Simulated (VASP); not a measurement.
A run of VASP 6.6.1 is set up as follows.

File INCAR:

```
SYSTEM = Ru
PREC = Accurate ; ENCUT = 520
EDIFF = 1E-6 ; ISMEAR = -1
SIGMA = 0.05 ; LREAL = .FALSE.
LASPH = .TRUE. ; NELM = 150
ALGO = Normal ; ISIF = 2
LWAVE = .FALSE. ; LCHARG = .TRUE.
ISPIN = 2 ; MAGMOM = 1 1 1
LORBIT = 11 ; LMAXMIX = 4
GGA = PE ; LELF = .TRUE.
LVHAR = .TRUE. ; NBANDS = 32
```

Contents of KPOINTS:

```
Automatic mesh
0
G
  10 10 13
  0 0 0
```

POSCAR

```
Ru
1.0
    4.1517654552      0.0000000000      0.0000000000
   -2.0758827276      3.5955343547      0.0000000000
    0.0000000000      0.0000000000      2.6084623404
Ru
3
Direct
    1.0000000000      1.0000000000      0.0000000000
    0.3333333333      0.6666666667      0.5000000000
    0.6666666667      0.3333333333      0.5000000000
```

Potentials or basis: VASP PAW PBE potentials, release 64 (Ru_pv).

Command:

```console
$ cat potpaw_PBE.64/Ru_pv/POTCAR > POTCAR
$ mpirun -np 1 vasp_std > vasp.out
```

Question: Predict the net moment.

Answer: 0.00 μB per cell.

Question: Predict the band gap on the k mesh.

Answer: Zero (filled and empty bands overlap).

Question: What does it give for the pressure?

Answer: 30.0 GPa.

Stress tensor (GPa, compression positive):
```
31.07  0.00  0.00
 0.00 31.07  0.00
 0.00  0.00 28.01
```

Caveat: the cell stands under pressure; an empty level that is flat over the whole mesh can mark a ghost state of the potentials, or a narrow d or f band.
